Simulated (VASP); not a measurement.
Input of a VASP 6.6.1 run:

POSCAR

```
BeTe
1.0
    0.0000000000      2.8286228845      2.8286228845
    2.8286228845      0.0000000000      2.8286228845
    2.8286228845      2.8286228845      0.0000000000
Be Te
1 1
Direct
    0.0000000000      0.0000000000      0.0000000000
    0.2500000000      0.2500000000      0.2500000000
```

Contents of INCAR.step1:

```
SYSTEM = BeTe
PREC = Accurate ; ENCUT = 520
EDIFF = 1E-5 ; ISMEAR = 0
SIGMA = 0.01 ; LREAL = .False.
LASPH = .True. ; NELM = 60
ALGO = Normal ; ISIF = 2
LWAVE = .True. ; GGA = PE
NBANDS = 11
```

The input INCAR.step2:

```
SYSTEM = BeTe
PREC = Accurate ; ENCUT = 520
EDIFF = 1E-7 ; ISMEAR = 0
SIGMA = 0.01 ; LREAL = .False.
LASPH = .True. ; NELM = 60
ALGO = Normal ; ISIF = 2
LWAVE = .False. ; LCHARG = .True.
GGA = PE ; LHFCALC = .True.
HFSCREEN = 0.2079 ; PRECFOCK = Normal
LELF = .True. ; LVHAR = .True.
ISTART = 1 ; NBANDS = 11
```

KPOINTS

```
regular mesh
0
Gamma
  6 6 6
  0 0 0
```

Potentials or basis: VASP PAW PBE potentials, release 64 (Be, Te).

Command:

```bash
$ cat potpaw_PBE.64/Be/POTCAR potpaw_PBE.64/Te/POTCAR > POTCAR
$ cp INCAR.step1 INCAR
$ mpirun -np 1 vasp_std > vasp.out
$ cp INCAR.step2 INCAR
$ mpirun -np 1 vasp_std > vasp.out
```

(1) Predict the band gap on the k mesh.

(2) Estimate the pressure.

Answers

(1) 2.67 eV, indirect (least direct gap 4.48 eV).

(2) -0.9 GPa.

Caveat: the PAW data sets were made with another functional, which shifts forces and pressure a little; spin-orbit coupling is left out, which moves the levels of the heavy elements.
